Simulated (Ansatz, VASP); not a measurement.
**Two plane-wave programs on H4C**

```xyz
30
Lattice="7.2304 0.0000 0.0000 0.0000 7.2304 0.0000 0.0000 0.0000 7.2304" Properties=species:S:1:pos:R:3 pbc="T T T"
C     2.2840    1.7100   -0.0745
C     3.0433    4.0711    2.7486
C     3.8371    0.4208    3.6748
C     6.1706    5.1031    4.9422
C     6.8207    6.1667    1.3038
C     0.1498    1.9155    3.9847
H     1.3216    1.4018    0.3333
H     2.2951    1.5560   -1.1562
H     3.0816    1.1186    0.3878
H     2.4440    2.7681    0.1384
H     2.7811    3.0922    2.3619
H     2.6071    4.8393    2.1110
H     4.1283    4.1689    2.7644
H     2.6529    4.1711    3.7612
H     4.2894    1.2411    4.2377
H     3.3591   -0.2759    4.3608
H     4.6095   -0.0965    3.1086
H     3.0886    0.8204    2.9916
H     5.2270    5.5935    5.1652
H     6.9731    5.8387    4.9590
H     6.1169    4.6571    3.9561
H     6.3665    4.3259    5.6730
H     7.3892    6.4130    2.2002
H     6.0106    5.4881    1.5669
H     7.4742    5.6886    0.5770
H     6.4015    7.0746    0.8769
H    -0.5063    1.9048    4.8520
H    -0.3169    2.4826    3.1787
H     0.3383    0.8944    3.6516
H     1.0918    2.3901    4.2548
```

Alike in both runs: functional r2SCAN; dispersion D3(BJ); k mesh 1 × 1 × 1; occupations fermi-dirac, width 0.02 eV; no spin polarisation.

Ansatz relaxed the structure, and its values are those at the end. VASP's run is a single point on that final structure, the one shown.

|  | VASP | Ansatz |
| --- | --- | --- |
| version | VASP 6.6.1 | Ansatz 0.2.0 |
| potentials or method | VASP PAW PBE potentials, release 64 (C, H), cutoff 520 eV | scalar-relativistic, plane waves, PAW |
| valence electrons in the cell | 48 | 48 |

|  | VASP | Ansatz | Ansatz less VASP |
| --- | --- | --- | --- |
| rms of the force components (eV/Å) | 0.050 | 0.062 | +0.0113 |

VASP's potentials were made for PBE, not for r2SCAN. Ansatz's warnings: dispersion damping borrowed.
